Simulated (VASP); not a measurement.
# Cr: single point with LDA

Cr:

```
Cr
1.0
     2.78846    0.00000    0.00000
     0.00000    2.78846    0.00000
     0.00000    0.00000    2.78846
Cr
2
Direct
  0.00000 0.00000 0.00000
  0.50000 0.50000 0.50000
```

```yaml
Program: VASP 6.6.1
Task: single point
Functional: LDA
Potentials_or_basis: VASP PAW LDA potentials, release 64 (Cr_pv)
Cutoff: 520 eV
k_mesh: 12 × 12 × 12
Occupations: gaussian, width 0.05 eV
Spin: collinear spin, antiferromagnetic start
Starting_moments: "[2.0, -2.0] μB"
Dipole_correction: no
Further_INCAR_settings: ALGO = Normal; EDIFF = 1e-07; NBANDS = 23
```

```json
{
 "Pressure": "-0.3 GPa",
 "Band gap on the k mesh": "zero (filled and empty bands overlap)",
 "Net moment": "0.00 μB per cell",
 "Valence electrons inside the program's atomic spheres": "Cr 11.21"
}
```

Levels at points of the mesh, in eV from the Fermi level:
Spin up:
```tsv
k point	band 8	band 9	band 10	band 11	band 12	band 13	band 14	band 15	band 16	band 17
(0.00, 0.00, 0.00)	-4.85	-4.85	-1.09	-1.09	-1.09	1.09	1.09	2.61	2.61	2.61
(0.50, 0.00, 0.00)	-4.12	-2.15	-2.15	-0.53	-0.53	-0.53	-0.53	0.65	0.65	2.69
(0.50, 0.50, 0.00)	-4.86	-2.79	-2.79	1.12	1.12	1.29	1.29	1.47	1.47	3.05
(0.50, 0.50, 0.50)	-2.56	-2.56	-2.56	-2.56	-2.56	1.54	1.54	1.54	1.54	5.30
```
Spin down:
| k point | band 9 | band 10 | band 11 | band 12 | band 13 | band 14 | band 15 | band 16 |
| --- | --- | --- | --- | --- | --- | --- | --- | --- |
| (0.00, 0.00, 0.00) | -4.85 | -1.09 | -1.09 | -1.09 | 1.09 | 1.09 | 2.61 | 2.61 |
| (0.50, 0.00, 0.00) | -2.15 | -2.15 | -0.53 | -0.53 | -0.53 | -0.53 | 0.65 | 0.65 |
| (0.50, 0.50, 0.00) | -2.79 | -2.79 | 1.12 | 1.12 | 1.29 | 1.29 | 1.47 | 1.47 |
| (0.50, 0.50, 0.50) | -2.56 | -2.56 | -2.56 | -2.56 | 1.54 | 1.54 | 1.54 | 1.54 |

It took 110 s on 1 thread of AMD EPYC 7R43 64-Core Processor (Zen 3) (shared host), peak memory 0.14 GiB.

Caveat: the starting moments collapsed, and a magnetic state may lie lower.
